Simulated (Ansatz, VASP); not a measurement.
# One calculation of Hf2TiN3, two programs

File INCAR:

```
PREC = Accurate
ENCUT = 600
EDIFF = 1E-6
ISMEAR = 0
SIGMA = 0.1
LREAL = F
LASPH = T
NELM = 100
ALGO = Normal
ISIF = 3
LWAVE = F
LCHARG = F
GGA = PE
IBRION = 2
NSW = 100
EDIFFG = -0.01
```

File KPOINTS:

```
Automatic mesh
0
Gamma
  12 12 6
```

Contents of POSCAR:

```
Hf2TiN3
1.0
    3.1639878000      0.0000000000      0.0000000000
   -1.5819939000      2.7400938000      0.0000000000
    0.0000000000      0.0000000000      7.6736894000
Hf Ti N
2 1 3
Direct
    0.3333333000      0.6666667000      0.6757570000
    0.6666667000      0.3333333000      0.3242430000
    0.0000000000      0.0000000000      0.0000000000
    0.6666667000      0.3333333000      0.8422610000
    0.0000000000      0.0000000000      0.5000000000
    0.3333333000      0.6666667000      0.1577390000
```

Input for Ansatz:

```yaml
crystal:
  lattice:
    - [3.1639878, 0.0, 0.0]
    - [-1.5819939, 2.7400938, 0.0]
    - [0.0, 0.0, 7.6736894]
  atoms:
    - { symbol: Hf, position: [0.3333333, 0.6666667, 0.675757] }
    - { symbol: Hf, position: [0.6666667, 0.3333333, 0.324243] }
    - { symbol: Ti, position: [0.0, 0.0, 0.0] }
    - { symbol: "N", position: [0.6666667, 0.3333333, 0.842261] }
    - { symbol: "N", position: [0.0, 0.0, 0.5] }
    - { symbol: "N", position: [0.3333333, 0.6666667, 0.157739] }
basis:
  ecutwfc: 420
kpoints:
  mp_grid: { grid: [12, 12, 6] }
hamiltonian:
  xc: pbe
scf:
  occupations: { method: gaussian, width: 0.1 }
output:
  forces: true
  stress: true
  eigenvalues: true
  write_density: true
  write_potential: true
  elf: true
  volumetric_format: npy
relax:
  adjacent_minimum: "off"
  f_tol: 0.01
  max_steps: 80
  cell: { stress_tol: 0.05 }
```

Alike in both runs: task relaxation of cell and atoms; functional PBE; k mesh 12 × 12 × 6; occupations gaussian, width 0.1 eV; no spin polarisation.

|  | VASP | Ansatz |
| --- | --- | --- |
| version | VASP 6.6.1 | Ansatz 0.2.0 |
| potentials or method | VASP PAW PBE potentials, release 64 (Hf_pv, Ti_sv, N), cutoff 600 eV | scalar-relativistic, plane waves, PAW |
| valence electrons in the cell | 47 | 79 |

```tsv
	VASP	Ansatz	Ansatz less VASP
gap on the k mesh at the Fermi level, each at its own relaxed structure (eV)	none	none	-
relaxed volume (Å³/atom)	11.02	11.09	+0.064
relaxed cell length with the largest relative difference (Å)	7.655	7.674	+0.0191
```

A gap of «none» marks a metal or a gap that the smearing closes. VASP's potentials hold 47 valence electrons a cell and Ansatz's 79, so a difference there can come from the potentials and not from the codes.

Spin-orbit coupling is off throughout.
